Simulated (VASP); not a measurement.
# CO2 in VASP: further runs

The runs below take CO2 through single point, relaxation of the atoms, with PBE+D3(BJ).

Program: VASP 6.6.1. These are calculated values, not measurements. Logs are shortened: lines on timing, memory, paths and dates and some standing lists are left out, and cuts for length are marked.

## 1. The cell of the first run

The cell holds a molecule in a box, 3 atoms: a = 10.700 Å, b = 10.900 Å, c = 9.400 Å, α = 90.00°, β = 90.00°, γ = 90.00°.

## 2. Single point, PBE+D3(BJ)

INCAR reads:

```
ALGO     = Normal         # electronic algorithm
EDIFF    = 1E-6           # SCF threshold, eV
ENCUT    = 520            # plane-wave cutoff, eV
GGA      = PE             # functional
ISIF     = 2              # what is computed and relaxed
ISMEAR   = 0              # smearing method
IVDW     = 12             # dispersion correction
LASPH    = True           # aspherical terms in the spheres
LCHARG   = True           # write CHGCAR
LELF     = True           # ELF
LREAL    = False          # projectors in reciprocal space
LVHAR    = True         
LWAVE    = False          # write WAVECAR
NBANDS   = 15             # bands
NELM     = 60             # most SCF steps
PREC     = Accurate       # precision mode
SIGMA    = 0.01           # smearing width, eV
```

KPOINTS reads:

```
k-points
0
Gamma
  1 1 1
```

POSCAR reads:

```
CO2
1.0
   10.7000000000      0.0000000000      0.0000000000
    0.0000000000     10.9000000000      0.0000000000
    0.0000000000      0.0000000000      9.4000000000
C O
1 2
Direct
    0.4999967100      0.5000032297      0.5000000000
    0.5772588435      0.5758412500      0.5000018625
    0.4227411565      0.4241587500      0.4999981375
```

Potentials or basis: VASP PAW PBE potentials, release 64 (C, O).

Launch:

```console
$ cat potpaw_PBE.64/C/POTCAR potpaw_PBE.64/O/POTCAR > POTCAR
$ mpirun -np 1 vasp_gam > vasp.out
```

OUTCAR:

```text
EDIFF = 1E-6
   ENCUT = 520
   GGA = PE
   ISIF = 2
   ISMEAR = 0
   IVDW = 12
   LASPH = True
   LREAL = False
   NELM = 60
   PREC = Accurate
 IVDW          = 12

 ion  position               nearest neighbor table
   1  0.500  0.500  0.500-   2 1.17   3 1.17
   2  0.577  0.576  0.500-   1 1.17
   3  0.423  0.424  0.500-   1 1.17

  LATTYP: Found a simple orthorhombic cell.
 ALAT       =     9.4000000000
 B/A-ratio  =     1.1382978723
 C/A-ratio  =     1.1595744681

  Lattice vectors:

 A1 = (   0.0000000000,   0.0000000000,   9.4000000000)
 A2 = (  10.7000000000,   0.0000000000,   0.0000000000)
 A3 = (   0.0000000000,  10.9000000000,   0.0000000000)

Analysis of symmetry for initial positions (statically):
=====================================================================
 Subroutine PRICEL returns:
 Original cell was already a primitive cell.

 Routine SETGRP: Setting up the symmetry group for a
 simple orthorhombic supercell.

 Subroutine GETGRP returns: Found  4 space group operations
 (whereof  2 operations were pure point group operations)
 out of a pool of  8 trial point group operations.

The static configuration has the point symmetry C_1h.
 The point group associated with its full space group is C_2h.

Analysis of symmetry for dynamics (positions and initial velocities):
=====================================================================
 Subroutine PRICEL returns:
 Original cell was already a primitive cell.

 Routine SETGRP: Setting up the symmetry group for a
 simple orthorhombic supercell.

 Subroutine GETGRP returns: Found  4 space group operations
 (whereof  2 operations were pure point group operations)
 out of a pool of  8 trial point group operations.

The dynamic configuration has the point symmetry C_1h.
 The point group associated with its full space group is C_2h.

 Subroutine INISYM returns: Found  4 space group operations
 (whereof  2 operations are pure point group operations),
 and found     1 'primitive' translations

----------------------------------------------------------------------------------------
[... 60 lines left out ...]
   NGXF,Y,Z  is equivalent  to a cutoff of  24.86, 25.62, 24.76 a.u.
 SYSTEM =  unknown system
   PREC   = accura    normal or accurate (medium, high low for compatibility)
   ISTART =      0    job   : 0-new  1-cont  2-samecut
   ICHARG =      2    charge: 1-file 2-atom 10-const
   ISPIN  =      1    spin polarized calculation?
   LNONCOLLINEAR =      F non collinear calculations
   LSORBIT =      F    spin-orbit coupling
   LASPH  =      T    aspherical Exc in radial PAW
   ENCUT  =  520.0 eV  38.22 Ry    6.18 a.u.  19.89 20.27 17.48*2*pi/ulx,y,z
   NELM   =     60;   NELMIN=  2; NELMDL= -5     # of ELM steps
   EDIFF  = 0.1E-05   stopping-criterion for ELM
   LREAL  =      F    real-space projection
[... 7 lines left out ...]
   TEBEG  =    0.0;   TEEND  =   0.0 temperature during run
   PSTRESS=    0.0 pullay stress
   NELECT =      16.0000    total number of electrons
   NUPDOWN=      -1.0000    fix difference up-down
   EMIN   =  10.00;   EMAX   =-10.00  energy-range for DOS
   EFERMI =   0.00;   METHOD = LEGACY
   ISMEAR =     0;   SIGMA  =   0.01  broadening in eV -4-tet -1-fermi 0-gaus
   EFERMI_NEDOS =   21; number of points for ismear=-14 and -15
   IALGO  =     38    algorithm
   IMIX   =      4    mixing-type and parameters
     AMIX     =   0.40;   BMIX     =  1.00
     AMIX_MAG =   1.60;   BMIX_MAG =  1.00
  volume/ion in A,a.u.               =     365.44      2466.12
  Fermi-wavevector in a.u.,A,eV,Ry     =   0.400070  0.756022  2.177689  0.160056
  Thomas-Fermi vector in A             =   1.348719
   LORBIT       =      0    0 simple, 1 ext, 2 COOP (PROOUT), +10 PAW based schemes
   GGA     = PE    functional components
   LHFCALC =     F    Hartree Fock is set to
   AEXX    =    0.0000 exact exchange contribution
   IVDW    =    12    specifies the selected vdW correction
   LEPSILON=     F    determine dielectric tensor
   LRPA    =     F    only Hartree local field effects (RPA)
 non-spin polarized calculation
 Gauss-broadening in eV      SIGMA  =   0.01
  energy-cutoff  :      520.00
  volume of cell :     1096.32
 maximum number of plane-waves:     14763
 NGX is ok and might be reduce to    80
   NGX = 39   NGY = 41   NGZ = 35

 number of electron      15.9999995 magnetization

 Free energy of the ion-electron system (eV)
  ---------------------------------------------------
  ext. energy  EPLUGINS =         0.00000000
  ---------------------------------------------------
  free energy    TOTEN  =       -22.96135692 eV

  energy without entropy =      -22.96135692  energy(sigma->0) =      -22.96135692

 E-fermi :  -8.8160     XC(G=0):  -0.6682

 val. band max:       -8.8855791629   @ k =   0.0000   0.0000   0.0000
 cond. band min:      -0.8857679494   @ k =   0.0000   0.0000   0.0000
 fundamental gap:      7.9998112134
 Fermi energy:        -8.8160041024

 k-point     1 :       0.0000    0.0000    0.0000
  band No.  band energies     occupation
      1     -29.0514      2.00000
      2     -28.0421      2.00000
      3     -13.5568      2.00000
      4     -12.5119      2.00000
      5     -12.5113      2.00000
      6     -12.4077      2.00000
      7      -8.8861      2.00000
      8      -8.8856      2.00000
      9      -0.8858      0.00000
     10      -0.2956      0.00000
     11      -0.2952      0.00000
     12       0.5816      0.00000
     13       0.9955      0.00000
     14       1.0448      0.00000
     15       1.2941      0.00000

------------------------ aborting loop because EDIFF is reached ----------------------------------------

 Edisp (eV)   -0.02585

 E8    (eV) :    -0.0078

  FORCE on cell =-STRESS in cart. coord.  units (eV):
  Direction    XX          YY          ZZ          XY          YZ          ZX
  --------------------------------------------------------------------------------------
  -------------------------------------------------------------------------------------
  Total       0.84993     0.84923    -0.06513     0.91827     0.00000     0.00000
  in kB       1.24210     1.24107    -0.09519     1.34197     0.00000     0.00000
  external pressure =        0.80 kB  Pullay stress =        0.00 kB

 VOLUME and BASIS-vectors are now :
 -----------------------------------------------------------------------------
  energy-cutoff  :      520.00
  volume of cell :     1096.32
      direct lattice vectors                 reciprocal lattice vectors
    10.700000000  0.000000000  0.000000000     0.093457944  0.000000000  0.000000000
     0.000000000 10.900000000  0.000000000     0.000000000  0.091743119  0.000000000
     0.000000000  0.000000000  9.400000000     0.000000000  0.000000000  0.106382979

 POSITION                                       TOTAL-FORCE (eV/Angst)
 -----------------------------------------------------------------------------------
      5.34996      5.45004      4.70000         0.000000      0.000000      0.000000
      6.17667      6.27667      4.70002         0.561802      0.562061      0.000000
      4.52333      4.62333      4.69998        -0.561802     -0.562061      0.000000
 -----------------------------------------------------------------------------------
    total drift:                               -0.108283      0.108308      0.000000

  FREE ENERGIE OF THE ION-ELECTRON SYSTEM (eV)
  ---------------------------------------------------
  free  energy   TOTEN  =       -22.9872079139 eV

  energy  without entropy=      -22.9872079139  energy(sigma->0) =      -22.98720791
```

OSZICAR:

```text
N       E                     dE             d eps       ncg     rms          rms(c)
DAV:   1     0.186191755890E+03    0.18619E+03   -0.43902E+03    38   0.631E+02
DAV:   2     0.436172191119E+02   -0.14257E+03   -0.10743E+03    44   0.140E+02
DAV:   3    -0.207344602881E+02   -0.64352E+02   -0.64098E+02    44   0.112E+02
[... 11 lines left out ...]
DAV:  15    -0.229612782089E+02   -0.17795E-03   -0.96663E-06    30   0.155E-02    0.256E-03
DAV:  16    -0.229613281141E+02   -0.49905E-04   -0.18113E-06    30   0.660E-03    0.103E-03
DAV:  17    -0.229613500469E+02   -0.21933E-04   -0.82396E-07    29   0.446E-03    0.105E-03
DAV:  18    -0.229613563924E+02   -0.63455E-05   -0.40867E-07    29   0.306E-03    0.473E-04
DAV:  19    -0.229613569214E+02   -0.52896E-06   -0.11035E-07    29   0.163E-03
   1 F= -.22987208E+02 E0= -.22987208E+02  d E =-.801215E-23
```

stdout:

```text
POSCAR found type information on POSCAR C O
 POSCAR found :  2 types and       3 ions
 scaLAPACK will be used
 LDA part: xc-table for (Slater+PW92), standard interpolation
 POSCAR, INCAR and KPOINTS ok, starting setup
 FFT: planning ... GRIDC
 FFT: planning ... GRID_SOFT
 FFT: planning ... GRID
 WAVECAR not read
 entering main loop
```

Wall time 64 s (1 thread of Oxide Virtual Turin-like, shared host); peak memory 0.83 GiB.

Results:

```
Free energy                     : -22.9872 eV
Largest force                   : 0.795 eV/Å
Gap between the frontier levels : 8.00 eV
Dispersion energy per atom      : -0.009 eV
```

Forces on the atoms (eV/Å):
```
C    0.000  0.000  0.000
O    0.562  0.562  0.000
O   -0.562 -0.562  0.000
```

## 3. Single point, PBE+D3(BJ)

INCAR reads:

```
SYSTEM = CO2
ALGO = Normal
EDIFF = 1E-6
ENCUT = 520
GGA = PE
ISIF = 2
ISMEAR = 0
IVDW = 12
LASPH = .True.
LCHARG = .False.
LREAL = .False.
LWAVE = .False.
NBANDS = 15
NELM = 60
PREC = Accurate
SIGMA = 0.01
```

KPOINTS reads:

```
k-points
0
Gamma
  1 1 1
  0 0 0
```

POSCAR reads:

```
CO2
1.0
   10.7000000000      0.0000000000      0.0000000000
    0.0000000000     10.9000000000      0.0000000000
    0.0000000000      0.0000000000      9.4000000000
C O
1 2
Direct
    0.5000000000      0.5000000000      0.5000000000
    0.5773591858      0.5759373919      0.5000000000
    0.4226408142      0.4240626081      0.5000000000
```

Potentials or basis: VASP PAW PBE potentials, release 64 (C, O).

Launch:

```console
$ cat potpaw_PBE.64/C/POTCAR potpaw_PBE.64/O/POTCAR > POTCAR
$ mpirun -np 1 vasp_gam > vasp.out
```

It took 45 s on 1 thread of Oxide Virtual Turin-like, shared host; peak memory 0.83 GiB.

Results (log left out):

```yaml
Free_energy: -22.9893 eV
Largest_force: 0.634 eV/Å
Gap_between_the_frontier_levels: 7.99 eV
Dispersion_energy_per_atom: -0.009 eV
```

Forces on the atoms (eV/Å):
```
C    0.000  0.000  0.000
O    0.448  0.449  0.000
O   -0.448 -0.449  0.000
```

Levels at points of the mesh, in eV from the valence-band top:
```tsv
k point	band 4	band 5	band 6	band 7	band 8	band 9	band 10	band 11	band 12	band 13
(0.00, 0.00, 0.00)	-3.61	-3.61	-3.52	0.00	0.00	7.99	8.56	8.56	9.46	9.88
```

## 4. Relaxation of the atoms, PBE+D3(BJ)

INCAR reads:

```
PREC = Accurate ; ENCUT = 520
EDIFF = 1E-7 ; ISMEAR = 0
SIGMA = 0.01 ; LREAL = False
LASPH = True ; NELM = 60
ALGO = Normal ; ISIF = 2
LWAVE = False ; LCHARG = False
GGA = PE ; IVDW = 12
IBRION = 2 ; NSW = 80
EDIFFG = -0.01
```

KPOINTS reads:

```
regular mesh
0
Gamma
  1 1 1
```

POSCAR reads:

```
CO2
1.0
   10.7000000000      0.0000000000      0.0000000000
    0.0000000000     10.9000000000      0.0000000000
    0.0000000000      0.0000000000      9.4000000000
C O
1 2
Direct
    0.4999967100      0.5000032297      0.5000000000
    0.5772588435      0.5758412500      0.5000018625
    0.4227411565      0.4241587500      0.4999981375
```

Launch:

```console
$ cat potpaw_PBE.64/C/POTCAR potpaw_PBE.64/O/POTCAR > POTCAR
$ mpirun -np 1 vasp_gam > vasp.out
```

Wall time 1.7 min (1 thread of Oxide Virtual Turin-like, shared host); peak memory 0.91 GiB.

It converged, with:

* Free energy: -22.9932 eV
* Energy gained by relaxing: 2.0 meV/atom
* Ionic steps: 3
* Gap between the frontier levels: 7.97 eV
* Dispersion energy per atom: -0.009 eV

Step by step:
| step | energy change (eV) | largest force (eV/Å) | pressure (GPa) |
| --- | --- | --- | --- |
| 1 | 0.0000 | 0.7948 | 0.08 |
| 2 | 0.0838 | 2.8147 | -0.34 |
| 3 | -0.0060 | 0.0011 | -0.01 |

Final structure:
```cif
data_structure
_symmetry_space_group_name_H-M 'P 1'
_symmetry_Int_Tables_number 1
_cell_length_a 10.7000
_cell_length_b 10.9000
_cell_length_c 9.4000
_cell_angle_alpha 90.000
_cell_angle_beta 90.000
_cell_angle_gamma 90.000
_cell_volume 1096.32
loop_
_atom_site_label
_atom_site_type_symbol
_atom_site_fract_x
_atom_site_fract_y
_atom_site_fract_z
_atom_site_occupancy
C1 C 0.50000 0.50000 0.50000 1
O1 O 0.57776 0.57633 0.50000 1
O2 O 0.42224 0.42367 0.50000 1
```

Levels at points of the mesh, in eV from the valence-band top:
```csv
k point,band 6,band 7,band 8,band 9,band 10,band 11
"(0.00, 0.00, 0.00)",-3.53,0.00,0.00,7.97,8.45,8.46
```

## 5. Overview

| task | cell | gap on the mesh (eV) | largest force (eV/Å) |
| --- | --- | --- | --- |
| single point | as given, atomic positions A | 8.00 | 0.79 |
| single point | as given, atomic positions B | 7.99 | 0.63 |
| relaxation of the atoms | atoms relaxed, atomic positions A | 7.97 | - |

Alike in all rows: level PBE+D3(BJ); potentials or basis VASP PAW PBE potentials, release 64 (C, O); no spin polarisation; k mesh 1 × 1 × 1; cutoff (eV) 520; smearing gaussian 0.01 eV.

Absolute energies hang on the potentials; compare differences alone.
